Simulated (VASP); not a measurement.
# PtS2 (P-3m1) in VASP: a series of runs

PtS2 is run at these levels: optB88-vdW, LDA, PBE; tasks: relaxation of cell and atoms, single point.

Everything below comes from runs of VASP 6.6.1. Logs are shortened: lines on timing, memory, paths and dates and some standing lists are left out, and cuts for length are marked.

## 1. The cell of the first run

The structure is trigonal, space group P-3m1 (No. 164). Conventional cell: a = 3.658 Å, b = 3.658 Å, c = 5.201 Å, α = 90.00°, β = 90.00°, γ = 120.00°. Within 3.2 Å of Pt (site symmetry -3m) lie 6 S at 2.42 Å. S (site symmetry 3m) has 3 Pt at 2.42 Å and 3 S at 3.17 Å within 3.2 Å.

## 2. Relaxation of cell and atoms, optB88-vdW (20.09 Å³/atom)

POSCAR

```
PtS2
1.0
    3.6575749051      0.0000000000      0.0000000000
   -1.8287874525      3.1675527841      0.0000000000
    0.0000000000      0.0000000000      5.2014530458
Pt S
1 2
Direct
    0.0000000000      0.0000000000      0.0000000000
    0.6666666667      0.3333333333      0.7730000000
    0.3333333333      0.6666666667      0.2270000000
```

INCAR.step1

```
SYSTEM = PtS2
  GGA = BO
  LUSE_VDW = .TRUE.
  AGGAC = 0.0
  PARAM1 = 0.1833333333
  PARAM2 = 0.22
  ISMEAR = 0
  SIGMA = 0.03
  LWAVE = .FALSE.
  LCHARG = .FALSE.
  NSW = 80
  PREC = Accurate
  LASPH = .TRUE.
  LREAL = .FALSE.
  ALGO = Normal
  EDIFF = 1E-6
  NELM = 120
  GGA_COMPAT = .FALSE.
  IBRION = 2
  ISIF = 3
  EDIFFG = -0.002
  NELMIN = 4
  ENCUT = 690
  EFERMI = MIDGAP
  KPAR = 2
  POTIM = 0.5
```

INCAR.step4

```
SYSTEM = PtS2
  GGA = BO
  LUSE_VDW = .TRUE.
  AGGAC = 0.0
  PARAM1 = 0.1833333333
  PARAM2 = 0.22
  ISMEAR = 0
  SIGMA = 0.03
  LWAVE = .FALSE.
  LCHARG = .FALSE.
  PREC = Accurate
  LASPH = .TRUE.
  LREAL = .FALSE.
  ALGO = Normal
  EDIFF = 1E-6
  NELM = 120
  GGA_COMPAT = .FALSE.
  ISIF = 2
  ENCUT = 690
  EFERMI = MIDGAP
  KPAR = 2
```

KPOINTS

```
Automatic mesh
0
Gamma
  9 9 6
  0 0 0
```

Potentials or basis: VASP PAW PBE potentials, release 64 (Pt, S).

Started as:

```console
cat potpaw_PBE.64/Pt/POTCAR potpaw_PBE.64/S/POTCAR > POTCAR
cp INCAR.step1 INCAR
cp POSCAR.step1 POSCAR
mpirun -np 2 vasp_std > vasp.out
cp CONTCAR POSCAR
mpirun -np 2 vasp_std > vasp.out
cp CONTCAR POSCAR
mpirun -np 2 vasp_std > vasp.out
cp CONTCAR POSCAR
cp INCAR.step4 INCAR
mpirun -np 2 vasp_std > vasp.out
```

OUTCAR:

```text
SYSTEM = PtS2
   GGA = BO
   ISMEAR = 0
   PREC = Accurate
   LASPH = .TRUE.
   LREAL = .FALSE.
   EDIFF = 1E-6
   NELM = 120
   ISIF = 2
   ENCUT = 690
   EFERMI = MIDGAP

 ion  position               nearest neighbor table
   1  0.000  0.000  0.000-   2 2.42   3 2.42   2 2.42   3 2.42   2 2.42   3 2.42
   2  0.667  0.333  0.756-   1 2.42   1 2.42   1 2.42
   3  0.333  0.667  0.244-   1 2.42   1 2.42   1 2.42

  LATTYP: Found a hexagonal cell.
 ALAT       =     3.5983255704
 C/A-ratio  =     1.4091304068

  Lattice vectors:

 A1 = (   3.5983255704,  -0.0000000000,   0.0000000000)
 A2 = (  -1.7991627851,   3.1162413551,  -0.0000000000)
 A3 = (   0.0000000000,  -0.0000000000,   5.0705099746)

Analysis of symmetry for initial positions (statically):
=====================================================================
 Subroutine PRICEL returns:
 Original cell was already a primitive cell.

 Routine SETGRP: Setting up the symmetry group for a
 hexagonal supercell.

 Subroutine GETGRP returns: Found 12 space group operations
 (whereof 12 operations were pure point group operations)
 out of a pool of 24 trial point group operations.

The static configuration has the point symmetry D_3d.

Analysis of symmetry for dynamics (positions and initial velocities):
=====================================================================
 Subroutine PRICEL returns:
 Original cell was already a primitive cell.

 Routine SETGRP: Setting up the symmetry group for a
 hexagonal supercell.

 Subroutine GETGRP returns: Found 12 space group operations
 (whereof 12 operations were pure point group operations)
 out of a pool of 24 trial point group operations.

The dynamic configuration has the point symmetry D_3d.

 Subroutine INISYM returns: Found 12 space group operations
 (whereof 12 operations are pure point group operations),
 and found     1 'primitive' translations

----------------------------------------------------------------------------------------

                                     Primitive cell

  volume of cell :      56.8569

  direct lattice vectors                    reciprocal lattice vectors
     3.598325570 -0.000000000  0.000000000     0.277907038  0.160449703 -0.000000000
    -1.799162785  3.116241355 -0.000000000     0.000000000  0.320899406  0.000000000
     0.000000000 -0.000000000  5.070509975    -0.000000000 -0.000000000  0.197218821

  length of vectors
     3.598325570  3.598325570  5.070509975     0.320899406  0.320899406  0.197218821

[... 96 lines left out ...]
   NUPDOWN=      -1.0000    fix difference up-down
   EMIN   =  10.00;   EMAX   =-10.00  energy-range for DOS
   EFERMI =   0.00;   METHOD = MIDGAP
   ISMEAR =     0;   SIGMA  =   0.03  broadening in eV -4-tet -1-fermi 0-gaus
   EFERMI_NEDOS =   21; number of points for ismear=-14 and -15
   IALGO  =     38    algorithm
   IMIX   =      4    mixing-type and parameters
     AMIX     =   0.40;   BMIX     =  1.00
     AMIX_MAG =   1.60;   BMIX_MAG =  1.00
  volume/ion in A,a.u.               =      18.95       127.90
  Fermi-wavevector in a.u.,A,eV,Ry     =   1.192947  2.254344 19.362774  1.423124
  Thomas-Fermi vector in A             =   2.328974
   LORBIT       =      0    0 simple, 1 ext, 2 COOP (PROOUT), +10 PAW based schemes
   GGA     = BO    functional components
   LHFCALC =     F    Hartree Fock is set to
   AEXX    =    0.0000 exact exchange contribution
   IVDW_NL    =     1    kernel type
   BPARAM     = 6.3000
   IVDW    =     0    specifies the selected vdW correction
   LEPSILON=     F    determine dielectric tensor
   LRPA    =     F    only Hartree local field effects (RPA)

   CSHIFT  =0.1000    complex shift for real part using Kramers Kronig

   OMEGAMAX=  -1.0    maximum frequency
 non-spin polarized calculation
 Gauss-broadening in eV      SIGMA  =   0.03
  energy-cutoff  :      690.00
  volume of cell :       56.86
 maximum number of plane-waves:      2362
 NGX is ok and might be reduce to    32
   NGX = 15   NGY = 15   NGZ = 21

 number of electron      21.9999998 magnetization

 Free energy of the ion-electron system (eV)
  ---------------------------------------------------
  ext. energy  EPLUGINS =         0.00000000
  ---------------------------------------------------
  free energy    TOTEN  =        -9.76525324 eV

  energy without entropy =       -9.76525324  energy(sigma->0) =       -9.76525324

 E-fermi :   6.4928     XC(G=0): -10.5372

 val. band max:        6.1889550004   @ k =   0.0000   0.0000   0.0000
 cond. band min:       6.7965914532   @ k =  -0.0000   0.3333   0.3333
 fundamental gap:      0.6076364529
 Fermi energy:         6.4927732268

 k-point     1 :       0.0000    0.0000    0.0000
  band No.  band energies     occupation
      1      -8.7755      2.00000
      2      -6.0749      2.00000
      3      -0.4761      2.00000
      4      -0.0958      2.00000
      5      -0.0958      2.00000
      6       2.5412      2.00000
      7       2.5412      2.00000
      8       4.1625      2.00000
      9       5.0772      2.00000
     10       5.0772      2.00000
     11       6.1890      2.00000
     12       8.0195      0.00000
     13       8.0195      0.00000
     14      10.8522      0.00000
[... 401 lines left out ...]
      2      -6.4989      2.00000
      3      -0.0455      2.00000
      4       0.2706      2.00000
      5       0.8798      2.00000
      6       1.2369      2.00000
      7       2.0365      2.00000
      8       3.1768      2.00000
      9       4.3303      2.00000
     10       4.5556      2.00000
     11       5.7450      2.00000
     12       6.9698      0.00000
     13       7.8008      0.00000
     14      11.5873      0.00000
     15      13.4153      0.00000

 [... further k-points ...]
[... 5 lines left out ...]
  --------------------------------------------------------------------------------------
  -------------------------------------------------------------------------------------
  Total        0.0003479      0.0003479     -0.0010183      0.0000000     -0.0000000     -0.0000000
  in kB        0.0098045      0.0098045     -0.0286938      0.0000000     -0.0000000     -0.0000000
  external PRESSURE =      -0.0030283 kB  Pullay stress =       0.0000000 kB

 VOLUME and BASIS-vectors are now :
 -----------------------------------------------------------------------------
  energy-cutoff  :      690.00
  volume of cell :       56.86
      direct lattice vectors                 reciprocal lattice vectors
     3.598325570 -0.000000000  0.000000000     0.277907038  0.160449703 -0.000000000
    -1.799162785  3.116241355 -0.000000000     0.000000000  0.320899406  0.000000000
     0.000000000 -0.000000000  5.070509975    -0.000000000 -0.000000000  0.197218821

 POSITION                                       TOTAL-FORCE (eV/Angst)
 -----------------------------------------------------------------------------------
      0.00000      0.00000      0.00000         0.000000      0.000000      0.000000
      1.79916      1.03875      3.83543         0.000000     -0.000000      0.000127
     -0.00000      2.07749      1.23508        -0.000000      0.000000     -0.000127
 -----------------------------------------------------------------------------------
    total drift:                                0.000000     -0.000000      0.000000

  FREE ENERGIE OF THE ION-ELECTRON SYSTEM (eV)
  ---------------------------------------------------
  free  energy   TOTEN  =        -9.7652532421 eV

  energy  without entropy=       -9.7652532421  energy(sigma->0) =       -9.76525324

Total vdW correction in eV:      3.0750816
```

OUTCAR.step2:

```text
SYSTEM = PtS2
   GGA = BO
   ISMEAR = 0
   NSW = 80
   PREC = Accurate
   LASPH = .TRUE.
   LREAL = .FALSE.
[... 776 lines left out ...]

 [... further k-points ...]
[... 5 lines left out ...]
  --------------------------------------------------------------------------------------
  -------------------------------------------------------------------------------------
  Total       -0.0026607     -0.0026607     -0.0042888     -0.0000000      0.0000000      0.0000000
  in kB       -0.0749775     -0.0749775     -0.1208540     -0.0000000      0.0000000      0.0000000
  external PRESSURE =      -0.0902697 kB  Pullay stress =       0.0000000 kB
[... 22 lines left out ...]
  energy  without entropy=       -9.7652530142  energy(sigma->0) =       -9.76525301

Total vdW correction in eV:      3.0751067

 reached required accuracy - stopping structural energy minimisation
```

Wall time 20 min (2 MPI ranks of Intel Xeon 6975P-C (Granite Rapids), shared host); peak memory 0.52 GiB.

What came out:

```yaml
Free_energy: -9.7653 eV
Relaxed_volume: 18.95 Å³/atom
Relaxed_cell: a = 3.598 Å, b = 3.598 Å, c = 5.071 Å, α = 90.00°, β = 90.00°, γ = 120.00°
Space_group_after_relaxing_to_0.1_Å: P-3m1 (No. 164)
Energy_gained_by_relaxing: 14.3 meV/atom
Ionic_steps: 31
Pressure_after_relaxing: 0.0 GPa
Band_gap_on_the_k_mesh: 0.61 eV (least direct gap 0.97 eV)
```

Step by step:
```tsv
step	energy change (eV)	largest force (eV/Å)	pressure (GPa)	volume (Å³)
1	0.0000	0.3471	-1.47	60.26
2	-0.0241	0.4329	1.48	58.66
3	-0.0242	0.4390	1.73	58.54
4	-0.0370	0.0660	0.03	58.83
5	-0.0370	0.0453	-0.07	58.84
6	-0.0375	0.0431	-0.12	58.80
7	-0.0387	0.0364	-0.30	58.65
8	-0.0400	0.0243	-0.65	58.35
9	-0.0402	0.0175	-0.81	58.20
10	-0.0404	0.0234	-0.73	58.13
11	-0.0410	0.0410	-0.57	57.94
12	-0.0417	0.0780	-0.19	57.56
13	-0.0413	0.1507	0.60	56.80
14	-0.0418	0.1047	0.11	57.27
15	-0.0421	0.0953	0.11	57.22
16	-0.0427	0.0661	0.08	57.05
17	-0.0432	0.0085	0.02	56.73
18	-0.0432	0.0051	0.03	56.71
19	-0.0432	0.0022	-0.01	56.73
20	-0.0432	0.0005	-0.04	56.76
21	-0.0432	0.0059	-0.10	56.81
22	-0.0432	0.0025	-0.05	56.78
23	-0.0432	0.0043	-0.08	56.79
24	-0.0432	0.0044	-0.07	56.80
25	-0.0432	0.0026	-0.05	56.82
26	-0.0432	0.0008	0.00	56.85
27	-0.0430	0.0014	0.01	56.85
28	-0.0430	0.0016	-0.02	56.86
29	-0.0430	0.0021	-0.01	56.86
30	-0.0430	0.0007	-0.01	56.86
31	-0.0430	0.0001	0.00	56.86
```

Final structure:
```xyz
3
Lattice="3.5983 0.0000 0.0000 -1.7992 3.1162 0.0000 0.0000 0.0000 5.0705" Properties=species:S:1:pos:R:3 pbc="T T T"
Pt    0.0000    0.0000    0.0000
S     1.7992    1.0387    3.8354
S     0.0000    2.0775    1.2351
```

Caveat: the PAW data sets were made with another functional, which shifts forces and pressure a little; spin-orbit coupling is left out, which moves the levels of the heavy elements. A k mesh can miss the band edges.

(Continued in part 2 of 2.)

The gap in the log of VASP goes by the Fermi energy; the results here count the filled bands.